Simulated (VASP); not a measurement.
Here is a VASP 6.6.1 calculation.

Contents of INCAR:

```
ALGO     = Normal         # electronic algorithm
EDIFF    = 1E-6           # SCF threshold, eV
ENCUT    = 520            # plane-wave cutoff, eV
GGA      = PS             # functional
ISIF     = 2              # what is computed and relaxed
ISMEAR   = 0              # smearing method
ISPIN    = 2              # spin polarisation
LASPH    = T              # aspherical terms in the spheres
LCHARG   = F              # write CHGCAR
LDAU     = T              # DFT+U
LDAUJ    = 0 0          
LDAUL    = 2 -1           # shell
LDAUPRINT= 1            
LDAUTYPE = 2            
LDAUU    = 2 0            # U, eV
LMAXMIX  = 4              # l up to which the mixer works
LORBIT   = 11             # projections on sites
LREAL    = F              # projectors in reciprocal space
LWAVE    = F              # write WAVECAR
MAGMOM   = 1 1 0 0        # initial moments
NBANDS   = 29             # bands
NELM     = 150            # most SCF steps
PREC     = Accurate       # precision mode
SIGMA    = 0.05           # smearing width, eV
```

Contents of KPOINTS:

```
k-points
0
Gamma
  7 7 4
```

The input POSCAR:

```
CuO
1.0
    2.3446497600     -1.7133998200      0.0000000000
    2.3446497600      1.7133998200      0.0000000000
   -0.8605499100      0.0000000000      5.0594394800
Cu O
2 2
Direct
    0.0032000000      0.4968000000      0.0000000000
    0.4968000000      0.0032000000      0.5000000000
    0.5714000000      0.4056000000      0.2537000000
    0.4056000000      0.5714000000      0.7537000000
```

Potentials or basis: VASP PAW PBE potentials, release 64 (Cu, O).

Run with:

```sh
$ cat potpaw_PBE.64/Cu/POTCAR potpaw_PBE.64/O/POTCAR > POTCAR
$ mpirun -np 1 vasp_std > vasp.out
```

**Question.** Predict the site moments.

**Answer.** Cu +0.31; O +0.15 μB.

**Question.** Predict the largest force.

**Answer.** 0.742 eV/Å.

Stress tensor (GPa, compression positive):
```
-3.71  0.00 -0.06
 0.00 -1.00  0.00
-0.06  0.00 -4.15
```

Caveat: the PAW data sets were made with another functional, which shifts forces and pressure a little.
